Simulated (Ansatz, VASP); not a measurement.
**Ca3Sn3N2: VASP beside Ansatz**

```xyz
8
Lattice="3.6057 -0.0033 0.0036 -1.8057 3.1269 0.0018 0.0159 0.0185 16.0392" Properties=species:S:1:pos:R:3 pbc="T T T"
Ca    0.0033    0.0011    0.0000
Ca    1.8028    1.0389    2.6095
Ca    0.0191    2.1052   13.4352
Sn   -0.0002    2.0908    5.6192
Sn    0.0021    0.0074    8.0196
Sn    1.8066    1.0480   10.4253
N     1.8206    1.0602   14.4771
N     0.0015    2.0841    1.5677
```

Change from the starting cell: cell x1, atoms moved at random (sigma 0.1 Å) and cell strained at random (1.5 %), then relaxed without symmetry.

Alike in both runs: functional PBE; k mesh 6 × 6 × 2; occupations gaussian, width 0.2 eV; no spin polarisation.

Ansatz relaxed the structure, and its values are those at the end. VASP's run is a single point on that final structure, the one shown.

|  | VASP | Ansatz |
| --- | --- | --- |
| version | VASP 6.6.1 | Ansatz 0.2.0 |
| potentials or method | VASP PAW PBE potentials, release 64 (Ca_sv, Sn_d, N), cutoff 520 eV | scalar-relativistic, plane waves, PAW |
| valence electrons in the cell | 82 | 82 |

|  | VASP | Ansatz | Ansatz less VASP |
| --- | --- | --- | --- |
| gap on the k mesh at the Fermi level (eV) | none | none | - |
| pressure (GPa) | 0.2 | 0.0 | -0.14 |
| rms of the force components (eV/Å) | 0.018 | 0.005 | -0.0137 |

A gap of «none» marks a metal or a gap that the smearing closes. With one functional, cell and mesh, what is left measures potentials, basis and numerics.
